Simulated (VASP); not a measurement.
Ga3Sb: single point with PBEsol+D3(BJ)

Crystal: Ga3Sb.

```xyz
4
Lattice="-1.9699 1.9699 5.0535 1.9699 -1.9699 5.0535 1.9699 1.9699 -5.0535" Properties=species:S:1:pos:R:3 pbc="T T T"
Ga    0.0000    1.9699    2.5267
Ga    1.9699    0.0000    2.5267
Ga    0.0000    0.0000    5.0535
Sb    0.0000    0.0000    0.0000
```

| Property | Result |
| --- | --- |
| Program | VASP 6.6.1 |
| Task | single point |
| Functional | PBEsol |
| Dispersion | D3(BJ) |
| Potentials or basis | VASP PAW PBE potentials, release 64 (Ga_d, Sb) |
| Cutoff | 520 eV |
| k mesh | 14 × 14 × 14 |
| Occupations | gaussian, width 0.15 eV |
| Spin | no spin polarisation |

| Property | Result |
| --- | --- |
| Pressure | 0.6 GPa |
| Band gap on the k mesh | zero (bands 22 and 23 overlap by 4.30 eV) |
| Dispersion energy per atom | -0.374 eV |

Stress tensor (GPa, compression positive):
```
 1.23  0.00  0.00
 0.00  1.23  0.00
 0.00  0.00 -0.68
```

Levels at points of the mesh, in eV from the Fermi level:
```
           k point  band 19  band 20  band 21  band 22  band 23  band 24  band 25  band 26
(0.00, 0.00, 0.00)    -2.14    -1.93    -1.93    -0.59    -0.17    -0.17     1.73     1.75
(0.50, 0.00, 0.00)    -5.98    -0.53    -0.27     0.03     1.11     1.80     2.06     3.52
(0.50, 0.50, 0.00)    -5.51    -5.09    -4.46    -1.87    -1.26    -0.22     0.57     5.03
(0.50, 0.50, 0.50)    -2.79    -2.52    -1.09     1.01     1.92     1.92     2.00     3.82
```

Wall time 16 min on 1 thread of AMD EPYC 9R45 96-Core Processor (Zen 5), on a shared host, peak memory 0.66 GiB.

Caveat: the PAW data sets were made with another functional, which shifts forces and pressure a little; spin-orbit coupling is left out, which moves the levels of the heavy elements.
